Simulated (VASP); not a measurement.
Runs of VASP 6.6.1 on KBr. The structure is that of space group Pm-3m (No. 221), or close to it. The cells are those of the table. 

```tsv
task	cell	gap on the mesh (eV)	pressure (GPa)
electric field gradients	a = 4.016 Å, 2 atoms	3.54	-2.4
single point	a = 4.043 Å, 2 atoms	3.48	(a)
electric field gradients	a = 3.962 Å, 2 atoms	3.67	-1.9
electric field gradients	a = 4.123 Å, 2 atoms	3.32	-3.1
single point	a = 4.016 Å, 2 atoms	3.54	-2.4
electric field gradients	a = 4.070 Å, 2 atoms	3.43	-2.8
single point	a = 4.070 Å, 2 atoms	3.43	-2.8
single point	a = 3.962 Å, 2 atoms	3.67	-1.9
single point	a = 4.123 Å, 2 atoms	3.32	-3.1
```

Alike in all rows: level LDA; potentials or basis VASP PAW LDA potentials, release 64 (K_sv, Br); no spin polarisation; k mesh 6 × 6 × 6; cutoff (eV) 520; smearing fermi-dirac 0.01 eV.

Task: Estimate the missing entries.

Result: (a) -2.7.

A k mesh can miss the band edges, and the runs leave out spin-orbit coupling on Br.
